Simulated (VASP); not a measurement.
Ti, 1 atom in the cell. The structure is cubic, space group Fm-3m (No. 225). Conventional cell: a = 4.060 Å, b = 4.060 Å, c = 4.060 Å, α = 90.00°, β = 90.00°, γ = 90.00°. Ti (site symmetry m-3m) has 12 Ti at 2.87 Å within 3.8 Å. 

* Program: VASP 6.6.1
* Task: single point
* Functional: PBEsol
* Potentials or basis: VASP PAW PBE potentials, release 64 (Ti_sv)
* Cutoff: 520 eV
* k mesh: 11 × 11 × 11
* Occupations: fermi-dirac, width 0.01 eV
* Spin: no spin polarisation
* Dipole correction: no
* Further INCAR settings: ALGO = Normal; EDIFF = 1e-07; NBANDS = 12

Potentials or basis: VASP PAW PBE potentials, release 64 (Ti_sv).

Command:

```console
$ cat potpaw_PBE.64/Ti_sv/POTCAR > POTCAR
$ mpirun -np 1 vasp_std > vasp.out
```

Hardware: 1 thread of AMD EPYC 7R13 Processor (Zen 3) (shared host).

How long does it take, and how much memory?

Wall time 11 s on 1 thread of AMD EPYC 7R13 Processor (Zen 3) (shared host), peak memory 0.11 GiB. Counts: scf iterations 14, k points 56.
